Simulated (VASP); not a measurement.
ZnO: single point with PBE-based screened hybrid with 25 % exact exchange

The system is ZnO.

```
CELL_PARAMETERS angstrom
3.24198 0.00000 0.00000
-1.62099 2.80764 0.00000
0.00000 0.00000 5.22764
ATOMIC_POSITIONS crystal
Zn 0.33333 0.66667 0.00145
Zn 0.66667 0.33333 0.50145
O 0.33333 0.66667 0.38065
O 0.66667 0.33333 0.88065
```

| Quantity | Value |
| --- | --- |
| Program | VASP 6.6.1 |
| Task | single point |
| Functional | PBE-based screened hybrid with 25 % exact exchange |
| Potentials or basis | VASP PAW PBE potentials, release 64 (Zn, O) |
| Cutoff | 520 eV |
| k mesh | 4 × 4 × 4 |
| Occupations | gaussian, width 0.05 eV |
| Spin | no spin polarisation |

```
Pressure               : 1.6 GPa
Largest force          : 0.011 eV/Å
Band gap on the k mesh : 2.84 eV
```

Forces in eV/Å, atoms in the order of the input:
```
Zn   0.000  0.000 -0.011
Zn   0.000  0.000 -0.011
O    0.000  0.000  0.011
O    0.000  0.000  0.011
```

Stress tensor (GPa, compression positive):
```
1.73 0.00 0.00
0.00 1.73 0.00
0.00 0.00 1.39
```

Levels at points of the mesh, in eV from the valence-band top:
```csv
k point,band 15,band 16,band 17,band 18,band 19,band 20,band 21,band 22
"(0.00, 0.00, 0.00)",-0.85,-0.04,0.00,0.00,2.84,7.60,10.67,15.43
"(0.50, 0.00, 0.00)",-3.06,-2.39,-1.40,-0.88,8.17,9.06,9.76,11.21
"(0.00, 0.00, 0.50)",-0.42,-0.42,-0.42,-0.42,5.63,5.63,12.56,12.56
"(0.50, 0.00, 0.50)",-1.60,-1.60,-1.46,-1.46,7.89,7.89,11.09,11.09
```

Run time: 28 min on 1 × NVIDIA H100 80GB with 1 thread of AMD EPYC 7R13 Processor (Zen 3), on a shared host, peak memory 1.2 GiB.

Caveat: the k points lie up to 0.56 Å⁻¹ apart; the PAW data sets were made with another functional, which shifts forces and pressure a little.
